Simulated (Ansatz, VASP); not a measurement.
**Rh: VASP beside Ansatz**

```
Rh
1.0
     2.45788    0.00000    0.00000
    -1.22894    2.36510    0.00000
     0.00000    0.00000    4.42849
Rh
2
Direct
  0.66667 0.33333 0.75000
  0.33333 0.66667 0.25000
```

Change from the starting cell: strain -0.1000 x Voigt [1, 0, 0, 0, 0, 0], atoms carried along.

Alike in both runs: task single point; functional LDA; k mesh 18 × 18 × 12; occupations methfessel-paxton of order 1, width 0.02 eV; no spin polarisation.

|  | VASP | Ansatz |
| --- | --- | --- |
| version | VASP 6.6.1 | Ansatz 0.2.0 |
| potentials or method | VASP PAW LDA potentials, release 64 (Rh_pv), cutoff 520 eV | scalar-relativistic, plane waves, PAW |
| valence electrons in the cell | 30 | 34 |

|  | VASP | Ansatz | Ansatz less VASP |
| --- | --- | --- | --- |
| gap on the k mesh at the Fermi level (eV) | none | none | - |
| pressure (GPa) | 15.6 | 14.6 | -1.03 |
| traceless stress, the component that is largest in VASP (GPa) | 33.58 | 33.39 | -0.198 |
| rms of the force components (eV/Å) | 0.169 | 0.166 | -0.0030 |

LDA's correlation is that of Perdew and Zunger in VASP and of Perdew and Wang (1992) in Ansatz. Atom by atom the forces differ by 0.003 eV/Å (rms over components). A gap of «none» marks a metal or a gap that the smearing closes. VASP's potentials hold 30 valence electrons a cell and Ansatz's 34, so a difference there can come from the potentials and not from the codes.
